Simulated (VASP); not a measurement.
A run of VASP 6.6.1:

INCAR

```
  ALGO = Normal
  EDIFF = 1E-6
  ENCUT = 700
  GGA = PS
  GGA_COMPAT = F
  ISIF = 2
  ISMEAR = 0
  ISYM = 0
  LASPH = T
  LCHARG = F
  LREAL = F
  LWAVE = F
  NBANDS = 16
  NELM = 120
  PREC = Accurate
  SIGMA = 0.1
```

File KPOINTS:

```
k-points
0
Gamma
  12 12 13
```

File POSCAR:

```
TaN
1.0
    2.9726295061     -0.0000003124      0.0017935839
   -1.4863150236      2.5743731369      0.0000000000
    1.4879139832      0.8590475387      2.6801719065
Ta N
1 1
Direct
    0.0000000000      0.0000000000      0.0000000000
    0.0000000000      0.5000000000      0.5000000000
```

Potentials or basis: VASP PAW PBE potentials, release 64 (Ta_sv_GW, N).

Launch:

```console
$ cat potpaw_PBE.64/Ta_sv_GW/POTCAR potpaw_PBE.64/N/POTCAR > POTCAR
$ mpirun -np 1 vasp_std > vasp.out
```

Hardware: 1 thread of AMD EPYC 9R45 96-Core Processor (Zen 5), on a shared host.

Problem. Estimate the wall time of this run.

Solution. It took 4.2 min on 1 thread of AMD EPYC 9R45 96-Core Processor (Zen 5), on a shared host, peak memory 0.58 GiB. Counts: scf iterations 13, k points 938.
